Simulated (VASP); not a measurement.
## ZnSi2N2: single point with PBE

ZnSi2N2:

```xyz
5
Lattice="2.8695 0.0000 0.0000 -1.4348 2.4851 0.0000 0.0000 0.0000 9.3960" Properties=species:S:1:pos:R:3 pbc="T T T"
Zn    0.0000    0.0000    0.0000
Si    0.0000    1.6567    7.0968
Si    1.4348    0.8284    2.2991
N     0.0000    1.6567    2.9055
N     1.4348    0.8284    6.4905
```

The cell was generated, and may not be a known phase.

```json
{
 "Program": "VASP 6.6.1",
 "Task": "single point",
 "Functional": "PBE",
 "Potentials or basis": "VASP PAW PBE potentials, release 64 (Zn, Si, N)",
 "Cutoff": "520 eV",
 "k mesh": "6 × 6 × 4",
 "Occupations": "gaussian, width 0.1 eV",
 "Spin": "no spin polarisation",
 "Dipole correction": "no",
 "Further INCAR settings": "ALGO = Fast; EDIFF = 1e-07; NBANDS = 23"
}
```

```
Pressure               : 0.0 GPa
Largest force          : 0.043 eV/Å
Band gap on the k mesh : zero (bands 15 and 16 overlap by 0.21 eV)
```

Forces in eV/Å, atoms in the order of the input:
```
Zn   0.000  0.000  0.000
Si   0.000  0.000 -0.042
Si   0.000  0.000  0.042
N    0.000  0.000 -0.043
N    0.000  0.000  0.043
```

Levels at points of the mesh, in eV from the Fermi level:
| k point | band 11 | band 12 | band 13 | band 14 | band 15 | band 16 | band 17 | band 18 | band 19 | band 20 |
| --- | --- | --- | --- | --- | --- | --- | --- | --- | --- | --- |
| (0.00, 0.00, 0.00) | -3.32 | -3.32 | -3.31 | -3.31 | -0.86 | 2.56 | 5.36 | 7.22 | 7.95 | 7.95 |
| (0.50, 0.00, 0.00) | -4.70 | -4.18 | -3.38 | -1.87 | -1.80 | 0.52 | 1.69 | 3.94 | 4.12 | 7.58 |
| (0.00, 0.00, 0.50) | -3.32 | -3.32 | -3.31 | -3.31 | -1.47 | 2.98 | 5.25 | 7.15 | 7.95 | 7.96 |
| (0.50, 0.00, 0.50) | -4.71 | -4.08 | -3.47 | -1.90 | -1.88 | 0.68 | 1.69 | 3.90 | 4.18 | 7.46 |

Run time: 71 s on 1 thread of Oxide Virtual Turin-like Processor (shared host), peak memory 0.17 GiB.

Caveat: the k points lie up to 0.42 Å⁻¹ apart.
